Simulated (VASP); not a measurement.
## WSe2: single point with PBE+D3(BJ)

System: WSe2, a sheet with vacuum.

```
CELL_PARAMETERS angstrom
3.33123 0.00000 0.00000
-1.66562 2.88493 0.00000
0.00000 0.00000 43.46800
ATOMIC_POSITIONS crystal
W 0.33333 0.66667 0.41832
W 0.66667 0.33333 0.27184
Se 0.66667 0.33333 0.45668
Se 0.66667 0.33333 0.37999
Se 0.33333 0.66667 0.31017
Se 0.33333 0.66667 0.23349
```

```
Program                : VASP 6.6.1
Task                   : single point
Functional             : PBE
Dispersion             : D3(BJ)
Potentials or basis    : VASP PAW PBE potentials, release 64 (W_sv, Se)
Cutoff                 : 400 eV
k mesh                 : 12 × 12 × 1
Occupations            : gaussian, width 0.01 eV
Spin                   : no spin polarisation
Dipole correction      : yes
Further INCAR settings : ALGO = Normal; EDIFF = 1e-06; NBANDS = 35; NELMDL = -8
```

```
Largest force              : 0.045 eV/Å
Band gap on the k mesh     : 1.22 eV (least direct gap 1.44 eV)
Dispersion energy per atom : -0.393 eV
```

Forces on the atoms (eV/Å):
```
W    0.000  0.000  0.001
W    0.000  0.000 -0.001
Se   0.000  0.000  0.045
Se   0.000  0.000 -0.045
Se   0.000  0.000  0.045
Se   0.000  0.000 -0.045
```

Levels at points of the mesh, in eV from the valence-band top:
```csv
k point,band 22,band 23,band 24,band 25,band 26,band 27,band 28,band 29,band 30,band 31
"(0.00, 0.00, 0.00)",-1.58,-1.55,-1.55,-0.68,0.00,2.56,2.56,2.61,2.61,2.74
"(0.50, 0.00, 0.00)",-2.30,-1.36,-1.30,-1.21,-1.20,2.02,2.04,2.35,2.49,3.15
```

It took 19 min on 1 thread of AMD EPYC 7571 (shared host), peak memory 0.47 GiB.

Caveat: spin-orbit coupling is left out, which moves the levels of the heavy elements.
